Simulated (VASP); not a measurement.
A run of VASP 6.6.1 is set up as follows.

The input INCAR:

```
SYSTEM = AlN
ALGO     = Normal         ! electronic algorithm
EDIFF    = 1E-6           ! SCF threshold, eV
ENCUT    = 600            ! plane-wave cutoff, eV
GGA      = PS             ! functional
GGA_COMPAT= .FALSE.      
ISIF     = 2              ! what is computed and relaxed
ISMEAR   = 0              ! smearing method
LASPH    = .TRUE.         ! aspherical terms in the spheres
LCHARG   = .TRUE.         ! write CHGCAR
LELF     = .TRUE.         ! ELF
LREAL    = .FALSE.        ! projectors in reciprocal space
LVHAR    = .TRUE.       
LWAVE    = .FALSE.        ! write WAVECAR
NBANDS   = 16             ! bands
NELM     = 120            ! most SCF steps
PREC     = Accurate       ! precision mode
SIGMA    = 0.1            ! smearing width, eV
```

File KPOINTS:

```
k-points
0
G
  6 6 4
  0 0 0
```

The input POSCAR:

```
AlN
1.0
    3.1179847954      0.0000000000      0.0000000000
   -1.5589923977      2.7002540414      0.0000000000
    0.0000000000      0.0000000000      5.0511353685
Al N
2 2
Direct
    0.3333333333      0.6666666667      0.0000000000
    0.6666666667      0.3333333333      0.5000000000
    0.3333333333      0.6666666667      0.3780000000
    0.6666666667      0.3333333333      0.8780000000
```

Potentials or basis: VASP PAW PBE potentials, release 64 (Al, N).

The run is started by

```console
$ cat potpaw_PBE.64/Al/POTCAR potpaw_PBE.64/N/POTCAR > POTCAR
$ mpirun -np 1 vasp_std > vasp.out
```

Estimate the largest force.

0.109 eV/Å.

Predict the pressure.

-3.2 GPa.

Predict the band gap on the k mesh.

4.06 eV, direct.

Forces on the atoms (eV/Å):
```
Al   0.000  0.000 -0.109
Al   0.000  0.000 -0.109
N    0.000  0.000  0.109
N    0.000  0.000  0.109
```

Caveat: the PAW data sets were made with another functional, which shifts forces and pressure a little. As with any semilocal functional, this PBEsol gap is likely too small.
